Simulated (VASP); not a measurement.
# HfO2 (Fm-3m) in VASP: further runs

Aim: see how the results for HfO2 move with the level of theory and the settings. Levels: PBEsol, LDA. Tasks: single point.

Program: VASP 6.6.1. These are calculated values, not measurements. Logs are shortened: lines on timing, memory, paths and dates and some standing lists are left out, and cuts for length are marked.

## 1. The cell of the first run

The structure is cubic, space group Fm-3m (No. 225). The conventional cell has a = 5.149 Å, b = 5.149 Å, c = 5.149 Å, α = 90.00°, β = 90.00°, γ = 90.00°. Within 2.9 Å of Hf (site symmetry m-3m) lie 8 O at 2.23 Å. Within 2.9 Å of O (site symmetry -43m) lie 4 Hf at 2.23 Å and 6 O at 2.57 Å.

## 2. Single point, PBEsol (volume scaled by 1.02)

Contents of INCAR:

```
PREC     = Accurate       # precision mode
ENCUT    = 520            # plane-wave cutoff, eV
EDIFF    = 1E-6           # SCF threshold, eV
ISMEAR   = -1             # smearing method
SIGMA    = 0.05           # smearing width, eV
LREAL    = F              # projectors in reciprocal space
LASPH    = T              # aspherical terms in the spheres
NELM     = 80             # most SCF steps
ALGO     = Normal         # electronic algorithm
ISIF     = 2              # what is computed and relaxed
LWAVE    = F              # write WAVECAR
LCHARG   = F              # write CHGCAR
GGA      = PS             # functional
NBANDS   = 18             # bands
```

Contents of KPOINTS:

```
Automatic mesh
0
Gamma
  9 9 9
```

Contents of POSCAR:

```
HfO2
1.0
    0.0000000000      2.5744375797      2.5744375797
    2.5744375797      0.0000000000      2.5744375797
    2.5744375797      2.5744375797      0.0000000000
Hf O
1 2
Direct
    0.0000000000      0.0000000000      0.0000000000
    0.7500000000      0.7500000000      0.7500000000
    0.2500000000      0.2500000000      0.2500000000
```

Potentials or basis: VASP PAW PBE potentials, release 64 (Hf_pv, O).

The run is started by

```
$ cat potpaw_PBE.64/Hf_pv/POTCAR potpaw_PBE.64/O/POTCAR > POTCAR
$ mpirun -np 1 vasp_std > vasp.out
```

OUTCAR:

```text
PREC = Accurate
   ENCUT = 520
   EDIFF = 1E-6
   ISMEAR = -1
   LREAL = F
   LASPH = T
   NELM = 80
   ISIF = 2
   GGA = PS

 ion  position               nearest neighbor table
   1  0.000  0.000  0.000-   2 2.23   3 2.23   2 2.23   2 2.23   2 2.23   3 2.23   3 2.23   3 2.23

   2  0.750  0.750  0.750-   1 2.23   1 2.23   1 2.23   1 2.23
   3  0.250  0.250  0.250-   1 2.23   1 2.23   1 2.23   1 2.23

  LATTYP: Found a face centered cubic cell.
 ALAT       =     5.1488751594

  Lattice vectors:

 A1 = (   0.0000000000,   2.5744375797,   2.5744375797)
 A2 = (   2.5744375797,   0.0000000000,   2.5744375797)
 A3 = (   2.5744375797,   2.5744375797,   0.0000000000)

Analysis of symmetry for initial positions (statically):
=====================================================================
 Subroutine PRICEL returns:
 Original cell was already a primitive cell.

 Routine SETGRP: Setting up the symmetry group for a
 face centered cubic supercell.

 Subroutine GETGRP returns: Found 48 space group operations
[... 9 lines left out ...]

 Routine SETGRP: Setting up the symmetry group for a
 face centered cubic supercell.

 Subroutine GETGRP returns: Found 48 space group operations
[... 11 lines left out ...]
                                     Primitive cell

  volume of cell :      34.1253

  direct lattice vectors                    reciprocal lattice vectors
     0.000000000  2.574437580  2.574437580    -0.194217177  0.194217177  0.194217177
     2.574437580  0.000000000  2.574437580     0.194217177 -0.194217177  0.194217177
     2.574437580  2.574437580  0.000000000     0.194217177  0.194217177 -0.194217177

  length of vectors
     3.640804541  3.640804541  3.640804541     0.336394019  0.336394019  0.336394019

  position of ions in fractional coordinates (direct lattice)
     0.000000000  0.000000000  0.000000000
     0.750000000  0.750000000  0.750000000
     0.250000000  0.250000000  0.250000000

  ion indices of the primitive-cell ions
   primitive index   ion index
                 1           1
                 2           2
                 3           3

----------------------------------------------------------------------------------------

 KPOINTS: Automatic mesh

Automatic generation of k-mesh.
 Grid dimensions read from file:
 generate k-points for:    9    9    9

 Generating k-lattice:

  Cartesian coordinates                     Fractional coordinates (reciprocal lattice)
    -0.021579686  0.021579686  0.021579686     0.111111111  0.000000000  0.000000000
     0.021579686 -0.021579686  0.021579686     0.000000000  0.111111111  0.000000000
     0.021579686  0.021579686 -0.021579686     0.000000000  0.000000000  0.111111111

  Length of vectors
     0.037377113  0.037377113  0.037377113

  Shift w.r.t. Gamma in fractional coordinates (k-lattice)
     0.000000000  0.000000000  0.000000000

 Subroutine IBZKPT returns following result:
 ===========================================

 Found     35 irreducible k-points:

 Following reciprocal coordinates:
            Coordinates               Weight
  0.000000  0.000000  0.000000      1.000000
  0.111111  0.000000  0.000000      8.000000
  0.222222  0.000000  0.000000      8.000000
  0.333333  0.000000  0.000000      8.000000
  0.444444  0.000000  0.000000      8.000000
  0.111111  0.111111  0.000000      6.000000
[... 16 lines left out ...]
 -0.333333  0.333333  0.000000     12.000000
  0.444444  0.444444  0.000000      6.000000
 [... further k-points ...]
   k-points           NKPTS =     35   k-points in BZ     NKDIM =     35   number of bands    NBANDS=     18
   number of dos      NEDOS =    301   number of ions     NIONS =      3
   total plane-waves  NPLWV =  21952
   dimension x,y,z NGX =    28 NGY =   28 NGZ =   28
   dimension x,y,z NGXF=    56 NGYF=   56 NGZF=   56
   ions per type =               1   2
   NGX,Y,Z   is equivalent  to a cutoff of  12.79, 12.79, 12.79 a.u.
   NGXF,Y,Z  is equivalent  to a cutoff of  25.57, 25.57, 25.57 a.u.
 SYSTEM =  unknown system
   PREC   = accura    normal or accurate (medium, high low for compatibility)
   ISTART =      0    job   : 0-new  1-cont  2-samecut
   ICHARG =      2    charge: 1-file 2-atom 10-const
   ISPIN  =      1    spin polarized calculation?
   LNONCOLLINEAR =      F non collinear calculations
   LSORBIT =      F    spin-orbit coupling
   LASPH  =      T    aspherical Exc in radial PAW
   ENCUT  =  520.0 eV  38.22 Ry    6.18 a.u.   6.77  6.77  6.77*2*pi/ulx,y,z
   NELM   =     80;   NELMIN=  2; NELMDL= -5     # of ELM steps
   EDIFF  = 0.1E-05   stopping-criterion for ELM
   LREAL  =      F    real-space projection
   EDIFFG = 0.1E-04   stopping-criterion for IOM
   NSW    =      0    number of steps for IOM
   IBRION =     -1    ionic relax: 0-MD 1-quasi-New 2-CG
   NFREE  =      0    steps in history (QN), initial steepest desc. (CG)
   ISIF   =      2    stress and relaxation
   ISYM   =      2    0-nonsym 1-usesym 2-fastsym
   POTIM  = 0.5000    time-step for ionic-motion
   TEBEG  =    0.0;   TEEND  =   0.0 temperature during run
   PSTRESS=    0.0 pullay stress
   NELECT =      22.0000    total number of electrons
   NUPDOWN=      -1.0000    fix difference up-down
   EMIN   =  10.00;   EMAX   =-10.00  energy-range for DOS
   EFERMI =   0.00;   METHOD = LEGACY
   ISMEAR =    -1;   SIGMA  =   0.05  broadening in eV -4-tet -1-fermi 0-gaus
   EFERMI_NEDOS =   21; number of points for ismear=-14 and -15
   IALGO  =     38    algorithm
   IMIX   =      4    mixing-type and parameters
     AMIX     =   0.40;   BMIX     =  1.00
     AMIX_MAG =   1.60;   BMIX_MAG =  1.00
  volume/ion in A,a.u.               =      11.38        76.76
  Fermi-wavevector in a.u.,A,eV,Ry     =   1.414241  2.672528 27.212700  2.000077
  Thomas-Fermi vector in A             =   2.535803
   LORBIT       =      0    0 simple, 1 ext, 2 COOP (PROOUT), +10 PAW based schemes
   GGA     = PS    functional components
   LHFCALC =     F    Hartree Fock is set to
   AEXX    =    0.0000 exact exchange contribution
   IVDW    =     0    specifies the selected vdW correction
   LEPSILON=     F    determine dielectric tensor
   LRPA    =     F    only Hartree local field effects (RPA)
 non-spin polarized calculation
  energy-cutoff  :      520.00
  volume of cell :       34.13
 maximum number of plane-waves:       941
   NGX = 13   NGY = 13   NGZ = 13

 number of electron      21.9999995 magnetization

 Free energy of the ion-electron system (eV)
  ---------------------------------------------------
  ext. energy  EPLUGINS =         0.00000000
  ---------------------------------------------------
  free energy    TOTEN  =       -31.49438329 eV

  energy without entropy =      -31.49438329  energy(sigma->0) =      -31.49438329

 E-fermi :   4.7034     XC(G=0): -11.8590

 val. band max:        3.6925786610   @ k =  -0.4444   0.4444   0.0000
 cond. band min:       7.3492866784   @ k =   0.4444   0.4444   0.0000
 fundamental gap:      3.6567080174
 Fermi energy:         4.7033627611

 k-point     1 :       0.0000    0.0000    0.0000
  band No.  band energies     occupation
      1     -26.0965      2.00000
      2     -26.0965      2.00000
      3     -26.0965      2.00000
      4     -14.6593      2.00000
      5     -11.7918      2.00000
      6      -1.3791      2.00000
[... 10 lines left out ...]
     17      13.5885      0.00000
     18      17.0427      0.00000

 k-point     2 :       0.1111    0.0000    0.0000
  band No.  band energies     occupation
      1     -26.1402      2.00000
      2     -26.1014      2.00000
      3     -26.1014      2.00000
      4     -14.5083      2.00000
      5     -11.9162      2.00000
      6      -1.2650      2.00000
[... 10 lines left out ...]
     17      13.3899      0.00000
     18      16.8429      0.00000

 k-point     3 :       0.2222    0.0000    0.0000
  band No.  band energies     occupation
      1     -26.2478      2.00000
      2     -26.1137      2.00000
      3     -26.1137      2.00000
      4     -14.1259      2.00000
      5     -12.1980      2.00000
      6      -0.9692      2.00000
[... 10 lines left out ...]
     17      12.9917      0.00000
     18      15.9855      0.00000

 k-point     4 :       0.3333    0.0000    0.0000
  band No.  band energies     occupation
      1     -26.3655      2.00000
      2     -26.1276      2.00000
      3     -26.1276      2.00000
      4     -13.7111      2.00000
      5     -12.4419      2.00000
      6      -0.6275      2.00000
[... 10 lines left out ...]
     17      12.7860      0.00000
     18      15.2209      0.00000

 k-point     5 :       0.4444    0.0000    0.0000
  band No.  band energies     occupation
      1     -26.4398      2.00000
      2     -26.1367      2.00000
      3     -26.1367      2.00000
      4     -13.4931      2.00000
      5     -12.5159      2.00000
      6      -0.4124      2.00000
[... 10 lines left out ...]
     17      12.6226      0.00000
     18      15.3754      0.00000

 k-point     6 :       0.1111    0.1111    0.0000
  band No.  band energies     occupation
      1     -26.1436      2.00000
      2     -26.1085      2.00000
      3     -26.1085      2.00000
      4     -14.4561      2.00000
      5     -11.9579      2.00000
      6      -1.2551      2.00000
[... 307 lines left out ...]
 k-point    21 :       0.4444    0.3333    0.0000
  band No.  band energies     occupation
      1     -26.4203      2.00000
      2     -26.2032      2.00000
      3     -26.1833      2.00000
      4     -12.9708      2.00000
      5     -12.8429      2.00000
      6      -1.9012      2.00000
[... 10 lines left out ...]
     17      14.1935      0.00000
     18      16.8589      0.00000

 k-point    22 :      -0.4444    0.3333    0.0000
  band No.  band energies     occupation
      1     -26.4089      2.00000
      2     -26.2605      2.00000
      3     -26.1804      2.00000
      4     -12.9534      2.00000
      5     -12.7653      2.00000
      6      -1.9096      2.00000
[... 10 lines left out ...]
     17      15.4224      0.00000
     18      16.6637      0.00000

 k-point    23 :      -0.3333    0.3333    0.0000
  band No.  band energies     occupation
      1     -26.3468      2.00000
      2     -26.3241      2.00000
      3     -26.1660      2.00000
      4     -12.9992      2.00000
      5     -12.7520      2.00000
      6      -1.5134      2.00000
[... 10 lines left out ...]
     17      15.2225      0.00000
     18      16.4250      0.00000

 k-point    24 :       0.4444    0.4444    0.0000
  band No.  band energies     occupation
      1     -26.4590      2.00000
      2     -26.1956      2.00000
      3     -26.1956      2.00000
      4     -12.9483      2.00000
      5     -12.7643      2.00000
      6      -2.3967      2.00000
[... 10 lines left out ...]
     17      15.1213      0.00000
     18      16.9092      0.00000

 [... further k-points ...]
[... 5 lines left out ...]
  --------------------------------------------------------------------------------------
  -------------------------------------------------------------------------------------
  Total       -3.7414705     -3.7414705     -3.7414705      0.0000000      0.0000000      0.0000000
  in kB     -175.6611872   -175.6611872   -175.6611872      0.0000000      0.0000000      0.0000000
  external PRESSURE =    -175.6611872 kB  Pullay stress =       0.0000000 kB

 VOLUME and BASIS-vectors are now :
 -----------------------------------------------------------------------------
  energy-cutoff  :      520.00
  volume of cell :       34.13
      direct lattice vectors                 reciprocal lattice vectors
     0.000000000  2.574437580  2.574437580    -0.194217177  0.194217177  0.194217177
     2.574437580  0.000000000  2.574437580     0.194217177 -0.194217177  0.194217177
     2.574437580  2.574437580  0.000000000     0.194217177  0.194217177 -0.194217177

 POSITION                                       TOTAL-FORCE (eV/Angst)
 -----------------------------------------------------------------------------------
      0.00000      0.00000      0.00000         0.000000      0.000000      0.000000
      3.86166      3.86166      3.86166         0.000000      0.000000      0.000000
      1.28722      1.28722      1.28722        -0.000000     -0.000000     -0.000000
 -----------------------------------------------------------------------------------
    total drift:                                0.000000      0.000000      0.000000

  FREE ENERGIE OF THE ION-ELECTRON SYSTEM (eV)
  ---------------------------------------------------
  free  energy   TOTEN  =       -31.4943832931 eV

  energy  without entropy=      -31.4943832931  energy(sigma->0) =      -31.49438329
```

Run time: 8.9 s. Hardware: 1 thread of Intel Xeon 6975P-C (Granite Rapids), shared host; peak memory 0.16 GiB.

What came out:

```yaml
Free_energy: -31.4944 eV
Pressure: -17.6 GPa
Band_gap_on_the_k_mesh: 3.66 eV, indirect (least direct gap 3.77 eV)
```

Caveat: the PAW data sets were made with another functional, which shifts forces and pressure a little; spin-orbit coupling is left out, which moves the levels of the heavy elements. A k mesh can miss the band edges.

(Part 1 of 2 ends here.)
